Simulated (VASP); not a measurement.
## Y: single point with r2SCAN

Y:

```xyz
1
Lattice="0.0000 2.5844 2.5844 2.5844 0.0000 2.5844 2.5844 2.5844 0.0000" Properties=species:S:1:pos:R:3 pbc="T T T"
Y     0.0000    0.0000    0.0000
```

This cell differs from its parent crystal: strain +0.040 along x and y, +0.040 along z.

```yaml
Program: VASP 6.6.1
Task: single point
Functional: r2SCAN
Potentials_or_basis: VASP PAW PBE potentials, release 64 (Y_sv)
Cutoff: 520 eV
k_mesh: 16 × 16 × 16
Occupations: gaussian, width 0.15 eV
Spin: no spin polarisation
```

* Pressure: -1.3 GPa

Levels at points of the mesh, in eV from the Fermi level:
| k point | band 3 | band 4 | band 5 | band 6 | band 7 | band 8 |
| --- | --- | --- | --- | --- | --- | --- |
| (0.00, 0.00, 0.00) | -23.41 | -23.41 | -4.91 | 1.98 | 1.98 | 1.98 |
| (0.50, 0.00, 0.00) | -23.47 | -23.47 | -1.93 | 0.29 | 1.82 | 1.82 |
| (0.50, 0.50, 0.00) | -23.58 | -23.58 | -1.66 | -0.73 | 1.78 | 5.36 |

It took 7 min on 1 thread of AMD EPYC 7R43 64-Core Processor (Zen 3), on a shared host, peak memory 0.19 GiB.

Caveat: the cell differs from its parent crystal (strain +0.040 along x and y, +0.040 along z); the PAW data sets were made with another functional, which shifts forces and pressure a little.
